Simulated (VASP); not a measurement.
A run of VASP 6.6.1:

File INCAR:

```
SYSTEM = SiF
ALGO     = Normal         ! electronic algorithm
EDIFF    = 1E-6           ! SCF threshold, eV
ENCUT    = 520            ! plane-wave cutoff, eV
GGA      = PE             ! functional
ISIF     = 2              ! what is computed and relaxed
ISMEAR   = 0              ! smearing method
LASPH    = .True.         ! aspherical terms in the spheres
LCHARG   = .False.        ! write CHGCAR
LREAL    = .False.        ! projectors in reciprocal space
LWAVE    = .False.        ! write WAVECAR
NBANDS   = 26             ! bands
NELM     = 60             ! most SCF steps
PREC     = Accurate       ! precision mode
SIGMA    = 0.1            ! smearing width, eV
```

File KPOINTS:

```
k-points
0
Gamma
  4 4 4
  0 0 0
```

Contents of POSCAR:

```
SiF
1.0
    4.5255052925      0.0000000000      0.0000000000
    0.0000000000      4.5255052925      0.0000000000
    0.0000000000      0.0000000000      4.5255052925
Si F
3 3
Direct
    0.5000000000      0.0000000000      0.0000000000
    0.0000000000      0.5000000000      0.0000000000
    0.0000000000      0.0000000000      0.5000000000
    0.0000000000      0.5000000000      0.5000000000
    0.5000000000      0.0000000000      0.5000000000
    0.5000000000      0.5000000000      0.0000000000
```

Potentials or basis: VASP PAW PBE potentials, release 64 (Si, F).

The run is started by

```bash
$ cat potpaw_PBE.64/Si/POTCAR potpaw_PBE.64/F/POTCAR > POTCAR
$ mpirun -np 1 vasp_std > vasp.out
```

Hardware: 1 thread of AMD EPYC 7R43 64-Core Processor (Zen 3), on a shared host.

Question: Estimate the wall time of this run.

Answer: Run time: 25 s on 1 thread of AMD EPYC 7R43 64-Core Processor (Zen 3), on a shared host, peak memory 0.17 GiB. Counts: scf iterations 14, k points 10.
